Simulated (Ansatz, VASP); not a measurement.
## Two plane-wave programs on K

The input INCAR:

```
  PREC = Accurate
  ENCUT = 520
  EDIFF = 1E-6
  ISMEAR = -1
  SIGMA = 0.1
  LREAL = False
  LASPH = True
  NELM = 100
  ALGO = Normal
  ISIF = 2
  LWAVE = False
  LCHARG = True
  GGA = B5
  ALDAX = 1.0
  AGGAX = 1.0
  AGGAC = 1.0
  ALDAC = 0.0
  LELF = True
  LVHAR = True
  NBANDS = 20
```

Contents of KPOINTS:

```
regular mesh
0
Gamma
  6 6 8
```

Contents of POSCAR:

```
K
1.0
    7.6251699192      0.0000000000      0.0000000000
   -3.8125849596      6.6035908582      0.0000000000
    0.0000000000      0.0000000000      4.5627453971
K
3
Direct
    0.0000000000      0.0000000000      1.0000000000
    0.3333333333      0.6666666667      0.5000000000
    0.6666666667      0.3333333333      0.5000000000
```

Input for Ansatz:

```yaml
crystal:
  lattice:
    - [7.6251699192, 0.0, 0.0]
    - [-3.8125849596, 6.6035908582, 0.0]
    - [0.0, 0.0, 4.5627453971]
  atoms:
    - { symbol: K, position: [0.0, 0.0, 1.0] }
    - { symbol: K, position: [0.3333333333, 0.6666666667, 0.5] }
    - { symbol: K, position: [0.6666666667, 0.3333333333, 0.5] }
hamiltonian:
  xc: blyp
  pseudopotentials:
    kind: paw
    azcp:
      K: "pseudopotentials/K.paw.azcp"
basis:
  ecutwfc: 420
  fft_grid_basis: typed
kpoints:
  mp_grid: { grid: [6, 6, 8], shift: [0, 0, 0] }
magnetization:
  spin_polarized: false
scf:
  occupations: { method: fermi_dirac, width: 0.1 }
  lower_state_search: "off"
output:
  stress: true
  write_density: true
  write_potential: true
  elf: true
  volumetric_format: npy
```

Alike in both runs: task single point; functional BLYP; k mesh 6 × 6 × 8; occupations fermi-dirac, width 0.1 eV; no spin polarisation.

|  | VASP | Ansatz |
| --- | --- | --- |
| version | VASP 6.6.1 | Ansatz 0.2.0 |
| potentials or method | VASP PAW PBE potentials, release 64 (K_sv), cutoff 520 eV | plane waves (420 eV) with PAW, scalar-relativistic |
| valence electrons in the cell | 27 | 27 |

```tsv
	VASP	Ansatz	Ansatz less VASP
pressure (GPa)	0.0	0.0	+0.01
```

VASP's potentials were made for PBE, not for BLYP. The functional is the same, so the differences come from potentials, cutoffs and numerics.
